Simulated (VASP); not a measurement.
Write the native input for VASP 6.6.1 that does the following.

| Quantity | Value |
| --- | --- |
| Task | single point |
| Functional | PBEsol |
| Potentials or basis | VASP PAW PBE potentials, release 64 (Na_pv) |
| Cutoff | 520 eV |
| k mesh | 8 × 8 × 3 |
| Occupations | fermi-dirac, width 0.05 eV |
| Spin | no spin polarisation |
| Dipole correction | no |
| Further INCAR settings | ALGO = Normal; EDIFF = 1e-06; NBANDS = 22 |

The structure of Na lies in POSCAR:

```
Na
1.0
    3.6755475868      0.0000000000      0.0000000000
   -1.8377737934      3.1831175830      0.0000000000
    0.0000000000      0.0000000000     12.4531759071
Na
4
Direct
    0.6666666667      0.3333333333      0.7500000000
    0.0000000000      0.0000000000      0.5000000000
    0.3333333333      0.6666666667      0.2500000000
    0.0000000000      0.0000000000      0.0000000000
```

This isn't the form of Na at room conditions, which is bcc.

These files were run (other wordings do the same):

INCAR

```
ALGO = Normal
EDIFF = 1E-6
ENCUT = 520
GGA = PS
ISIF = 2
ISMEAR = -1
LASPH = T
LCHARG = F
LREAL = F
LWAVE = F
NBANDS = 22
NELM = 80
PREC = Accurate
SIGMA = 0.05
```

KPOINTS

```
k-points
0
Gamma
  8 8 3
```

Potentials or basis: VASP PAW PBE potentials, release 64 (Na_pv).

Command:

```sh
$ cat potpaw_PBE.64/Na_pv/POTCAR > POTCAR
$ mpirun -np 1 vasp_std > vasp.out
```

Results of the run:

```json
{
 "Pressure": "0.0 GPa",
 "Band gap on the k mesh": "zero (bands 14 and 15 overlap by 3.48 eV)"
}
```

Caveat: the PAW data sets were made with another functional, which shifts forces and pressure a little.

It took 32 s on 1 thread of Intel(R) Xeon(R) Platinum 8488C (Sapphire Rapids), on a shared host, peak memory 0.26 GiB.
